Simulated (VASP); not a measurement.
A run of VASP 6.6.1 is set up as follows.

POSCAR

```
TePb
1.0
    0.0000000000      3.2190000000      3.2190000000
    3.2190000000      0.0000000000      3.2190000000
    3.2190000000      3.2190000000      0.0000000000
Pb Te
1 1
Direct
    0.0000000000      0.0000000000      0.0000000000
    0.5000000000      0.5000000000      0.5000000000
```

Contents of INCAR.step1:

```
PREC = Accurate
ENCUT = 520
ISMEAR = 0
SIGMA = 0.01
LREAL = F
LASPH = T
NELM = 100
NBANDS = 17
GGA = PE
ALGO = Normal
EDIFF = 1E-4
LWAVE = T
LCHARG = F
```

File INCAR.step2:

```
PREC = Accurate
ENCUT = 520
EDIFF = 1E-6
ISMEAR = 0
SIGMA = 0.01
LREAL = F
LASPH = T
NELM = 100
ALGO = Normal
ISIF = 2
LWAVE = F
LCHARG = T
METAGGA = R2SCAN
LMIXTAU = T
LELF = T
LVHAR = T
NBANDS = 17
ISTART = 1
```

The input KPOINTS:

```
Automatic mesh
0
Gamma
  8 8 8
```

Potentials or basis: VASP PAW PBE potentials, release 64 (Pb_d, Te).

The run is started by

```bash
$ cat potpaw_PBE.64/Pb_d/POTCAR potpaw_PBE.64/Te/POTCAR > POTCAR
$ cp INCAR.step1 INCAR
$ mpirun -np 1 vasp_std > vasp.out
$ cp INCAR.step2 INCAR
$ mpirun -np 1 vasp_std > vasp.out
```

(1) Estimate the band gap on the k mesh.

(2) Estimate the pressure.

Answers

(1) 0.99 eV.

(2) 2.1 GPa.

Caveat: the PAW data sets were made with another functional, which shifts forces and pressure a little; spin-orbit coupling is left out, which moves the levels of the heavy elements.
